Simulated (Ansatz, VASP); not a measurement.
**Au: VASP beside Ansatz**

File INCAR:

```
ALGO = Normal ; EDIFF = 1E-6
EDIFFG = -0.01 ; ENCUT = 600
GGA = CA ; IBRION = 2
ISIF = 3 ; ISMEAR = -1
LASPH = True ; LCHARG = False
LREAL = False ; LWAVE = False
NELM = 60 ; NSW = 60
PREC = Accurate ; SIGMA = 0.05
```

KPOINTS

```
k-points
0
Gamma
  11 11 11
```

POSCAR

```
Au
1.0
   -1.6572690000      1.6572690000      1.6572690000
    1.6572690000     -1.6572690000      1.6572690000
    1.6572690000      1.6572690000     -1.6572690000
Au
1
Direct
    0.0000000000      0.0000000000      0.0000000000
```

The input input.yaml:

```yaml
crystal:
  lattice:
    - [-1.657269, 1.657269, 1.657269]
    - [1.657269, -1.657269, 1.657269]
    - [1.657269, 1.657269, -1.657269]
  atoms:
    - { symbol: Au, position: [0.0, 0.0, 0.0] }
hamiltonian:
  xc: lda
  pseudopotentials: { kind: paw }
kpoints:
  mp_grid: { grid: [11, 11, 11] }
scf:
  occupations: { method: fermi_dirac, width: 0.05 }
output:
  forces: true
  stress: true
  eigenvalues: true
relax:
  f_tol: 0.01
  max_steps: 40
  cell: { stress_tol: 0.05 }
```

Alike in both runs: task relaxation of cell and atoms; functional LDA; k mesh 11 × 11 × 11; occupations fermi-dirac, width 0.05 eV; no spin polarisation.

|  | VASP | Ansatz |
| --- | --- | --- |
| version | VASP 6.6.1 | Ansatz 0.2.0 |
| potentials or method | VASP PAW LDA potentials, release 64 (Au) | Ansatz PAW |
| plane-wave cutoff (eV) | 600 | 420 |
| valence electrons in the cell | 11 | 19 |

|  | VASP | Ansatz | Ansatz less VASP |
| --- | --- | --- | --- |
| gap on the k mesh at the Fermi level, each at its own relaxed structure (eV) | none | none | - |
| relaxed volume (Å³/atom) | 16.69 | 16.64 | -0.056 |
| relaxed cell length with the largest relative difference (Å) | 2.789 | 2.786 | -0.0031 |

LDA's correlation is that of Perdew and Zunger in VASP and of Perdew and Wang (1992) in Ansatz. A gap of «none» marks a metal or a gap that the smearing closes. VASP's potentials hold 11 valence electrons a cell and Ansatz's 19, so a difference there can come from the potentials and not from the codes.

Spin-orbit coupling is off throughout. Noted on Ansatz's run: the plane-wave basis is chosen anew once the cell has moved, so the energies of steps on either side of that aren't comparable.
